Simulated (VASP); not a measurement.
The system is Sc3B2N.

```
CELL_PARAMETERS angstrom
-2.53842 2.53842 3.66039
2.53842 -2.53842 3.66039
2.53842 2.53842 -3.66039
ATOMIC_POSITIONS crystal
Sc 0.50000 0.00000 0.50000
Sc 0.00000 0.50000 0.50000
Sc 0.50000 0.50000 0.00000
B 0.82421 0.82421 0.00000
B 0.17579 0.17579 0.00000
N 0.00000 0.00000 0.00000
```

The cell was generated, and may not be a known phase.

- Program: VASP 6.6.1
- Task: relaxation of cell and atoms
- Functional: PBE
- Potentials or basis: VASP PAW PBE potentials, release 64 (Sc_sv, B, N)
- Cutoff: 600 eV
- k mesh: 6 × 6 × 6
- Occupations: gaussian, width 0.1 eV
- Spin: no spin polarisation

At the start: pressure 7.4 GPa; volume 15.72 Å³/atom.

Question: Where does the relaxation end?

Answer: Over 12 steps the energy falls by 89.6 meV/atom and the volume is 16.70 Å³/atom (+6.2 %); space group I4/mmm (No. 139, to 0.1 Å) before and after.

The path:
```
step  energy change (eV)  largest force (eV/Å)  pressure (GPa)  volume (Å³)
   1              0.0000                5.2306            7.44        94.34
   2              0.9977                4.0872           -9.21       104.63
   3             -0.4183                0.2028           -1.19        97.33
   4             -0.4251                0.1481           -0.58        97.03
   5             -0.4259                0.3253           -0.27        96.89
   6             -0.5234                0.0747            1.10        97.05
   7             -0.5240                0.1185            1.23        97.06
   8             -0.5337                0.1298            0.51        98.60
   9             -0.5369                0.1396           -0.12       100.04
  10             -0.5369                0.1414           -0.17       100.17
  11             -0.5354                0.2856            0.39       100.24
  12             -0.5374                0.0043            0.01       100.19
```

Final structure:
```
Sc B N
1.0
    -2.62730    2.62730    3.62872
     2.62730   -2.62730    3.62872
     2.62730    2.62730   -3.62872
Sc B N
3 2 1
Direct
  0.50000 0.00000 0.50000
  0.00000 0.50000 0.50000
  0.50000 0.50000 0.00000
  0.81132 0.81132 0.00000
  0.18868 0.18868 0.00000
  0.00000 0.00000 0.00000
```
